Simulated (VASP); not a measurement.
Input of a VASP 6.6.1 run:

File POSCAR:

```
MgO
1.0
    0.0000000000      2.1245000000      2.1245000000
    2.1245000000      0.0000000000      2.1245000000
    2.1245000000      2.1245000000      0.0000000000
Mg O
1 1
Direct
    0.0000000000      0.0000000000      0.0000000000
    0.5000000000      0.5000000000      0.5000000000
```

INCAR.step1

```
ALGO     = Normal         # electronic algorithm
EDIFF    = 1E-4           # SCF threshold, eV
ENCUT    = 600            # plane-wave cutoff, eV
GGA      = PE             # functional
ISMEAR   = 0              # smearing method
LASPH    = True           # aspherical terms in the spheres
LCHARG   = False          # write CHGCAR
LREAL    = False          # projectors in reciprocal space
LWAVE    = True           # write WAVECAR
NELM     = 80             # most SCF steps
PREC     = Accurate       # precision mode
SIGMA    = 0.02           # smearing width, eV
```

INCAR.step2

```
ALGO     = Normal         # electronic algorithm
EDIFF    = 1E-7           # SCF threshold, eV
EDIFFG   = -0.002         # ionic threshold
ENCUT    = 600            # plane-wave cutoff, eV
IBRION   = 2              # ionic algorithm
ISIF     = 3              # what is computed and relaxed
ISMEAR   = 0              # smearing method
ISTART   = 1            
LASPH    = True           # aspherical terms in the spheres
LCHARG   = False          # write CHGCAR
LMIXTAU  = True         
LREAL    = False          # projectors in reciprocal space
LWAVE    = False          # write WAVECAR
METAGGA  = R2SCAN         # meta-GGA
NELM     = 80             # most SCF steps
NSW      = 100            # ionic steps
PREC     = Accurate       # precision mode
SIGMA    = 0.02           # smearing width, eV
```

Contents of KPOINTS:

```
k-points
0
Gamma
  10 10 10
```

Potentials or basis: VASP PAW PBE potentials, release 64 (Mg, O).

Launch:

```console
$ cat potpaw_PBE.64/Mg/POTCAR potpaw_PBE.64/O/POTCAR > POTCAR
$ cp INCAR.step1 INCAR
$ mpirun -np 1 vasp_std > vasp.out
$ cp INCAR.step2 INCAR
$ mpirun -np 1 vasp_std > vasp.out
```

Problem. Predict the relaxed volume.

Solution. 9.21 Å³/atom.

Problem. What does it give for the space group after relaxing (to 0.05 Å)?

Solution. Fm-3m (No. 225).

Problem. What does it give for the relaxed cell?

Solution. a = 2.965 Å, b = 2.965 Å, c = 2.965 Å, α = 60.00°, β = 60.00°, γ = 60.00°.

Problem. What does it give for the band gap on the k mesh?

Solution. 5.75 eV, direct.

Final structure:
```
Mg O
1.0
     0.00000    2.09633    2.09633
     2.09633    0.00000    2.09633
     2.09633    2.09633    0.00000
Mg O
1 1
Direct
  0.00000 0.00000 0.00000
  0.50000 0.50000 0.50000
```

Caveat: the PAW data sets were made with another functional, which shifts forces and pressure a little. r2SCAN opens gaps a little over a GGA but as a rule still falls short of measured ones.
